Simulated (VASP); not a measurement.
# AlNi3 (Pm-3m) in VASP: a series of runs

AlNi3 is run at these levels: RPBE, revPBE, BLYP, r2SCAN, PBE; tasks: single point.

Program: VASP 6.6.1. These are calculated values, not measurements. Logs are shortened: lines on timing, memory, paths and dates and some standing lists are left out, and cuts for length are marked.

### Step 1. The cell of the first run

The structure is cubic, space group Pm-3m (No. 221). The conventional cell has a = 3.523 Å, b = 3.523 Å, c = 3.523 Å, α = 90.00°, β = 90.00°, γ = 90.00°. Ni (site symmetry 4/mmm) has 8 Ni at 2.49 Å and 4 Al at 2.49 Å within 3.3 Å. Within 3.3 Å of Al (site symmetry m-3m) lie 12 Ni at 2.49 Å.

### Step 2. Single point, RPBE, collinear spin, ferromagnetic start

INCAR reads:

```
SYSTEM = AlNi3
  PREC = Accurate
  ENCUT = 520
  EDIFF = 1E-6
  ISMEAR = -1
  SIGMA = 0.05
  LREAL = .FALSE.
  LASPH = .TRUE.
  NELM = 150
  ALGO = Normal
  ISIF = 2
  LWAVE = .FALSE.
  LCHARG = .FALSE.
  ISPIN = 2
  MAGMOM = 1 1 1 0
  LORBIT = 11
  LMAXMIX = 4
  GGA = RP
  NBANDS = 28
```

KPOINTS reads:

```
regular mesh
0
G
  4 4 4
  0 0 0
```

POSCAR reads:

```
AlNi3
1.0
    3.5230547267      0.0000000000      0.0000000000
    0.0000000000      3.5230547267      0.0000000000
    0.0000000000      0.0000000000      3.5230547267
Ni Al
3 1
Direct
    0.5000000000      0.5000000000      0.0000000000
    0.5000000000      0.0000000000      0.5000000000
    0.0000000000      0.5000000000      0.5000000000
    0.0000000000      0.0000000000      0.0000000000
```

Potentials or basis: VASP PAW PBE potentials, release 64 (Ni, Al).

The run is started by

```
$ cat potpaw_PBE.64/Ni/POTCAR potpaw_PBE.64/Al/POTCAR > POTCAR
$ mpirun -np 1 vasp_std > vasp.out
```

OUTCAR:

```text
SYSTEM = AlNi3
   PREC = Accurate
   ENCUT = 520
   EDIFF = 1E-6
   ISMEAR = -1
   LREAL = .FALSE.
   LASPH = .TRUE.
   NELM = 150
   ISIF = 2
   ISPIN = 2
   LORBIT = 11
   GGA = RP

 ion  position               nearest neighbor table
   1  0.500  0.500  0.000-   2 2.49   3 2.49   4 2.49   2 2.49   3 2.49   2 2.49   4 2.49   2 2.49
                             3 2.49   4 2.49   3 2.49   4 2.49
   2  0.500  0.000  0.500-   1 2.49   3 2.49   4 2.49   1 2.49   4 2.49   1 2.49   3 2.49   1 2.49
                             3 2.49   4 2.49   4 2.49   3 2.49
   3  0.000  0.500  0.500-   1 2.49   2 2.49   4 2.49   1 2.49   4 2.49   2 2.49   4 2.49   4 2.49
                             1 2.49   2 2.49   1 2.49   2 2.49
   4  0.000  0.000  0.000-   1 2.49   2 2.49   3 2.49   2 2.49   3 2.49   1 2.49   3 2.49   3 2.49
                             1 2.49   2 2.49   2 2.49   1 2.49

  LATTYP: Found a simple cubic cell.
 ALAT       =     3.5230547267

  Lattice vectors:

 A1 = (   3.5230547267,   0.0000000000,   0.0000000000)
 A2 = (   0.0000000000,   3.5230547267,   0.0000000000)
 A3 = (   0.0000000000,   0.0000000000,   3.5230547267)

Analysis of symmetry for initial positions (statically):
=====================================================================
 Subroutine PRICEL returns:
 Original cell was already a primitive cell.

 Routine SETGRP: Setting up the symmetry group for a
 simple cubic supercell.

 Subroutine GETGRP returns: Found 48 space group operations
 (whereof 48 operations were pure point group operations)
 out of a pool of 48 trial point group operations.

The static configuration has the point symmetry O_h .

Analysis of symmetry for dynamics (positions and initial velocities):
=====================================================================
 Subroutine PRICEL returns:
 Original cell was already a primitive cell.

 Routine SETGRP: Setting up the symmetry group for a
 simple cubic supercell.

 Subroutine GETGRP returns: Found 48 space group operations
 (whereof 48 operations were pure point group operations)
 out of a pool of 48 trial point group operations.

The dynamic configuration has the point symmetry O_h .

Analysis of structural, dynamic, and magnetic symmetry:
=====================================================================
 Subroutine PRICEL returns:
 Original cell was already a primitive cell.

 Routine SETGRP: Setting up the symmetry group for a
 simple cubic supercell.

 Subroutine GETGRP returns: Found 48 space group operations
 (whereof 48 operations were pure point group operations)
 out of a pool of 48 trial point group operations.

The overall configuration has the point symmetry O_h .

 Subroutine INISYM returns: Found 48 space group operations
 (whereof 48 operations are pure point group operations),
 and found     1 'primitive' translations

----------------------------------------------------------------------------------------

                                     Primitive cell

  volume of cell :      43.7279

  direct lattice vectors                    reciprocal lattice vectors
     3.523054727  0.000000000  0.000000000     0.283844583  0.000000000  0.000000000
     0.000000000  3.523054727  0.000000000     0.000000000  0.283844583  0.000000000
     0.000000000  0.000000000  3.523054727     0.000000000  0.000000000  0.283844583

  length of vectors
     3.523054727  3.523054727  3.523054727     0.283844583  0.283844583  0.283844583

  position of ions in fractional coordinates (direct lattice)
     0.500000000  0.500000000  0.000000000
     0.500000000  0.000000000  0.500000000
     0.000000000  0.500000000  0.500000000
     0.000000000  0.000000000  0.000000000

  ion indices of the primitive-cell ions
   primitive index   ion index
                 1           1
                 2           2
                 3           3
                 4           4

----------------------------------------------------------------------------------------

 KPOINTS: regular mesh

Automatic generation of k-mesh.
 Grid dimensions read from file:
 generate k-points for:    4    4    4

 Generating k-lattice:

  Cartesian coordinates                     Fractional coordinates (reciprocal lattice)
     0.070961146  0.000000000  0.000000000     0.250000000  0.000000000  0.000000000
     0.000000000  0.070961146  0.000000000     0.000000000  0.250000000  0.000000000
     0.000000000  0.000000000  0.070961146     0.000000000  0.000000000  0.250000000

  Length of vectors
     0.070961146  0.070961146  0.070961146

  Shift w.r.t. Gamma in fractional coordinates (k-lattice)
     0.000000000  0.000000000  0.000000000

 Subroutine IBZKPT returns following result:
 ===========================================

 Found     10 irreducible k-points:

 Following reciprocal coordinates:
            Coordinates               Weight
  0.000000  0.000000  0.000000      1.000000
  0.250000  0.000000  0.000000      6.000000
  0.500000  0.000000  0.000000      3.000000
  0.250000  0.250000  0.000000     12.000000
  0.500000  0.250000  0.000000     12.000000
  0.500000  0.500000  0.000000      3.000000
  0.250000  0.250000  0.250000      8.000000
  0.500000  0.250000  0.250000     12.000000
  0.500000  0.500000  0.250000      6.000000
  0.500000  0.500000  0.500000      1.000000
   k-points           NKPTS =     10   k-points in BZ     NKDIM =     10   number of bands    NBANDS=     28
   number of dos      NEDOS =    301   number of ions     NIONS =      4
   total plane-waves  NPLWV =  21952
   dimension x,y,z NGX =    28 NGY =   28 NGZ =   28
   dimension x,y,z NGXF=    56 NGYF=   56 NGZF=   56
   ions per type =               3   1
   NGX,Y,Z   is equivalent  to a cutoff of  13.21, 13.21, 13.21 a.u.
   NGXF,Y,Z  is equivalent  to a cutoff of  26.43, 26.43, 26.43 a.u.
 SYSTEM =  AlNi3
   PREC   = accura    normal or accurate (medium, high low for compatibility)
   ISTART =      0    job   : 0-new  1-cont  2-samecut
   ICHARG =      2    charge: 1-file 2-atom 10-const
   ISPIN  =      2    spin polarized calculation?
   LNONCOLLINEAR =      F non collinear calculations
   LSORBIT =      F    spin-orbit coupling
   LASPH  =      T    aspherical Exc in radial PAW
   ENCUT  =  520.0 eV  38.22 Ry    6.18 a.u.   6.55  6.55  6.55*2*pi/ulx,y,z
   NELM   =    150;   NELMIN=  2; NELMDL= -5     # of ELM steps
   EDIFF  = 0.1E-05   stopping-criterion for ELM
   LREAL  =      F    real-space projection
   EDIFFG = 0.1E-04   stopping-criterion for IOM
   NSW    =      0    number of steps for IOM
   IBRION =     -1    ionic relax: 0-MD 1-quasi-New 2-CG
   NFREE  =      0    steps in history (QN), initial steepest desc. (CG)
   ISIF   =      2    stress and relaxation
   ISYM   =      2    0-nonsym 1-usesym 2-fastsym
   POTIM  = 0.5000    time-step for ionic-motion
   TEBEG  =    0.0;   TEEND  =   0.0 temperature during run
   PSTRESS=    0.0 pullay stress
   NELECT =      33.0000    total number of electrons
   NUPDOWN=      -1.0000    fix difference up-down
   EMIN   =  10.00;   EMAX   =-10.00  energy-range for DOS
   EFERMI =   0.00;   METHOD = LEGACY
   ISMEAR =    -1;   SIGMA  =   0.05  broadening in eV -4-tet -1-fermi 0-gaus
   EFERMI_NEDOS =   21; number of points for ismear=-14 and -15
   IALGO  =     38    algorithm
   IMIX   =      4    mixing-type and parameters
     AMIX     =   0.40;   BMIX     =  1.00
     AMIX_MAG =   1.60;   BMIX_MAG =  1.00
  volume/ion in A,a.u.               =      10.93        73.77
  Fermi-wavevector in a.u.,A,eV,Ry     =   1.490482  2.816603 30.225843  2.221537
  Thomas-Fermi vector in A             =   2.603258
   LORBIT       =     11    0 simple, 1 ext, 2 COOP (PROOUT), +10 PAW based schemes
   GGA     = RP    functional components
   LHFCALC =     F    Hartree Fock is set to
   AEXX    =    0.0000 exact exchange contribution
   IVDW    =     0    specifies the selected vdW correction
   LEPSILON=     F    determine dielectric tensor
   LRPA    =     F    only Hartree local field effects (RPA)
 spin polarized calculation
  energy-cutoff  :      520.00
  volume of cell :       43.73
 maximum number of plane-waves:      1208
 NGX is ok and might be reduce to    28
   NGX = 13   NGY = 13   NGZ = 13

 number of electron      32.9999980 magnetization       0.0035628

 Free energy of the ion-electron system (eV)
  ---------------------------------------------------
  ext. energy  EPLUGINS =         0.00000000
  ---------------------------------------------------
  free energy    TOTEN  =       -20.02517294 eV

  energy without entropy =      -19.99248422  energy(sigma->0) =      -20.00882858

 E-fermi :  10.0933     XC(G=0): -12.7483

 val. band max:       10.0885754862   @ k =   0.2500   0.2500   0.2500
 cond. band min:      10.1310994409   @ k =   0.2500   0.2500   0.0000
 fundamental gap:      0.0425239547
 Fermi energy:        10.0933325361

 spin component 1

 k-point     1 :       0.0000    0.0000    0.0000
  band No.  band energies     occupation
      1      -0.1191      1.00000
      2       5.6466      1.00000
      3       6.3631      1.00000
      4       6.3631      1.00000
      5       6.8090      1.00000
      6       6.8090      1.00000
[... 299 lines left out ...]
     27      30.3649      0.00000
     28      30.3649      0.00000
 Fermi energy:        10.0933325361

 spin component 2

 k-point     1 :       0.0000    0.0000    0.0000
  band No.  band energies     occupation
      1      -0.1191      1.00000
      2       5.6471      1.00000
      3       6.3639      1.00000
      4       6.3639      1.00000
      5       6.8101      1.00000
      6       6.8101      1.00000
[... 299 lines left out ...]
     27      30.3648      0.00000
     28      30.3648      0.00000

------------------------ aborting loop because EDIFF is reached ----------------------------------------

  FORCE on cell =-STRESS in cart. coord.  units (eV):
  Direction    XX          YY          ZZ          XY          YZ          ZX
  --------------------------------------------------------------------------------------
  -------------------------------------------------------------------------------------
  Total        3.1697967      3.1697967      3.1697967      0.0000000     -0.0000000      0.0000000
  in kB      116.1405345    116.1405345    116.1405345      0.0000000     -0.0000000      0.0000000
  external PRESSURE =     116.1405345 kB  Pullay stress =       0.0000000 kB

 VOLUME and BASIS-vectors are now :
 -----------------------------------------------------------------------------
  energy-cutoff  :      520.00
  volume of cell :       43.73
      direct lattice vectors                 reciprocal lattice vectors
     3.523054727  0.000000000  0.000000000     0.283844583  0.000000000  0.000000000
     0.000000000  3.523054727  0.000000000     0.000000000  0.283844583  0.000000000
     0.000000000  0.000000000  3.523054727     0.000000000  0.000000000  0.283844583

 POSITION                                       TOTAL-FORCE (eV/Angst)
 -----------------------------------------------------------------------------------
      1.76153      1.76153      0.00000         0.000000      0.000000      0.000000
      1.76153      0.00000      1.76153         0.000000      0.000000      0.000000
      0.00000      1.76153      1.76153         0.000000      0.000000      0.000000
      0.00000      0.00000      0.00000         0.000000      0.000000      0.000000
 -----------------------------------------------------------------------------------
    total drift:                                0.000000      0.000000      0.000000

  FREE ENERGIE OF THE ION-ELECTRON SYSTEM (eV)
  ---------------------------------------------------
  free  energy   TOTEN  =       -20.0251729438 eV

  energy  without entropy=      -19.9924842223  energy(sigma->0) =      -20.00882858

 total charge

# of ion       s       p       d       tot
------------------------------------------
    1        0.504   0.540   8.398   9.442
    2        0.504   0.540   8.398   9.442
    3        0.504   0.540   8.398   9.442
    4        0.412   0.410   0.000   0.822
--------------------------------------------------
tot          1.924   2.030  25.194  29.149

 magnetization (x)

# of ion       s       p       d       tot
------------------------------------------
    1       -0.000  -0.000   0.001   0.001
    2       -0.000  -0.000   0.001   0.001
    3       -0.000  -0.000   0.001   0.001
    4        0.000  -0.000   0.000  -0.000
--------------------------------------------------
tot         -0.000  -0.000   0.003   0.003
```

It took 54 s on 1 thread of AMD EPYC 7R13, shared host; peak memory 0.15 GiB.

Results:

| Item | Value |
| --- | --- |
| Free energy | -20.0252 eV |
| Pressure | 11.6 GPa |
| Net moment | 0.00 μB per cell |
| Valence electrons inside the program's atomic spheres | Ni 9.44; Al 0.82 |

Levels at points of the mesh, in eV from the Fermi level:
Spin up:
```tsv
k point	band 14	band 15	band 16	band 17	band 18	band 19
(0.00, 0.00, 0.00)	0.15	0.15	0.15	0.83	0.83	0.83
(0.50, 0.00, 0.00)	-1.11	-0.96	-0.43	0.15	5.65	5.65
(0.50, 0.50, 0.00)	-1.18	-0.91	-0.80	-0.54	1.02	1.02
(0.50, 0.50, 0.50)	-1.02	-1.02	-0.25	-0.06	-0.06	-0.06
```
Spin down:
| k point | band 13 | band 14 | band 15 | band 16 | band 17 | band 18 | band 19 | band 20 |
| --- | --- | --- | --- | --- | --- | --- | --- | --- |
| (0.00, 0.00, 0.00) | -0.12 | 0.15 | 0.15 | 0.15 | 0.83 | 0.83 | 0.83 | 6.74 |
| (0.50, 0.00, 0.00) | -1.10 | -1.10 | -0.96 | -0.43 | 0.15 | 5.65 | 5.65 | 5.68 |
| (0.50, 0.50, 0.00) | -1.26 | -1.18 | -0.90 | -0.80 | -0.54 | 1.02 | 1.02 | 8.30 |
| (0.50, 0.50, 0.50) | -1.27 | -1.02 | -1.02 | -0.25 | -0.06 | -0.06 | -0.06 | 3.62 |

Caveat: the k points lie up to 0.45 Å⁻¹ apart; the PAW data sets were made with another functional, which shifts forces and pressure a little.

### Step 3. Single point, revPBE, collinear spin, ferromagnetic start

INCAR reads:

```
  PREC = Accurate
  ENCUT = 520
  EDIFF = 1E-6
  ISMEAR = -1
  SIGMA = 0.05
  LREAL = F
  LASPH = T
  NELM = 150
  ALGO = Normal
  ISIF = 2
  LWAVE = F
  LCHARG = T
  ISPIN = 2
  MAGMOM = 1 1 1 0
  LORBIT = 11
  LMAXMIX = 4
  GGA = RE
  LELF = T
  LVHAR = T
  NBANDS = 28
```

KPOINTS reads:

```
Automatic mesh
0
Gamma
  4 4 4
```

POSCAR is that of step 2.

Potentials or basis: VASP PAW PBE potentials, release 64 (Ni, Al).

The run is started by

```
$ cat potpaw_PBE.64/Ni/POTCAR potpaw_PBE.64/Al/POTCAR > POTCAR
$ mpirun -np 1 vasp_std > vasp.out
```

Wall time 59 s (1 thread of AMD EPYC 7R13, shared host); peak memory 0.15 GiB.

Results (log left out):

* Free energy: -20.4368 eV
* Pressure: 10.3 GPa
* Net moment: 0.00 μB per cell
* Valence electrons inside the program's atomic spheres: Ni 9.45; Al 0.82

Levels at points of the mesh, in eV from the Fermi level:
Spin up:
```csv
k point,band 12,band 13,band 14,band 15,band 16,band 17,band 18,band 19,band 20,band 21
"(0.00, 0.00, 0.00)",-0.49,-0.12,0.15,0.15,0.15,0.83,0.83,0.83,6.74,6.74
"(0.50, 0.00, 0.00)",-1.13,-1.11,-1.11,-0.96,-0.43,0.15,5.65,5.65,5.68,5.68
"(0.50, 0.50, 0.00)",-1.26,-1.26,-1.18,-0.91,-0.80,-0.54,1.02,1.02,8.30,8.30
"(0.50, 0.50, 0.50)",-1.27,-1.27,-1.02,-1.02,-0.24,-0.06,-0.06,-0.06,3.62,4.26
```
Spin down:
| k point | band 12 | band 13 | band 14 | band 15 | band 16 | band 17 | band 18 | band 19 | band 20 | band 21 |
| --- | --- | --- | --- | --- | --- | --- | --- | --- | --- | --- |
| (0.00, 0.00, 0.00) | -0.49 | -0.12 | 0.15 | 0.15 | 0.15 | 0.83 | 0.83 | 0.83 | 6.74 | 6.74 |
| (0.50, 0.00, 0.00) | -1.13 | -1.11 | -1.11 | -0.96 | -0.42 | 0.15 | 5.65 | 5.65 | 5.68 | 5.68 |
| (0.50, 0.50, 0.00) | -1.26 | -1.26 | -1.18 | -0.90 | -0.80 | -0.54 | 1.02 | 1.02 | 8.30 | 8.30 |
| (0.50, 0.50, 0.50) | -1.27 | -1.27 | -1.01 | -1.01 | -0.24 | -0.06 | -0.06 | -0.06 | 3.62 | 4.26 |

Caveat: the k points lie up to 0.45 Å⁻¹ apart; the PAW data sets were made with another functional, which shifts forces and pressure a little.

(Part 1 of 2 ends here.)
